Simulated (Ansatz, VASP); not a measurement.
**Be3TeF4: VASP beside Ansatz**

```
CELL_PARAMETERS angstrom
4.51940 0.00000 0.00000
1.96293 5.48303 0.00000
1.99720 0.92903 5.67571
ATOMIC_POSITIONS crystal
Be 0.13990 0.63768 0.16198
Be 0.89516 0.01725 0.45157
Be 0.60517 0.90783 0.96952
Te 0.38970 0.19058 0.26739
F 0.84451 0.67085 0.07109
F 0.76598 0.02591 0.71724
F 0.33694 0.80144 0.96303
F 0.02264 0.74845 0.39818
```

Alike in both runs: task single point; functional PBEsol; k mesh 6 × 4 × 4; occupations gaussian, width 0.02 eV; no spin polarisation.

|  | VASP | Ansatz |
| --- | --- | --- |
| version | VASP 6.6.1 | Ansatz 0.2.0 |
| potentials or method | VASP PAW PBE potentials, release 64 (Be, Te, F), cutoff 520 eV | scalar-relativistic, plane waves, PAW |
| valence electrons in the cell | 40 | 50 |

```tsv
	VASP	Ansatz	Ansatz less VASP
gap on the k mesh at the Fermi level (eV)	3.89	3.90	+0.011
least direct gap on the mesh (eV)	3.89	3.90	+0.011
pressure (GPa)	-1.4	-1.5	-0.14
traceless stress, the component that is largest in VASP (GPa)	-0.09	-0.09	-0.004
rms of the force components (eV/Å)	0.039	0.054	+0.0154
```

VASP's potentials were made for PBE, not for PBEsol. Atom by atom the forces differ by 0.027 eV/Å (rms over components). VASP's potentials hold 40 valence electrons a cell and Ansatz's 50, so a difference there can come from the potentials and not from the codes.

Spin-orbit coupling is off throughout.
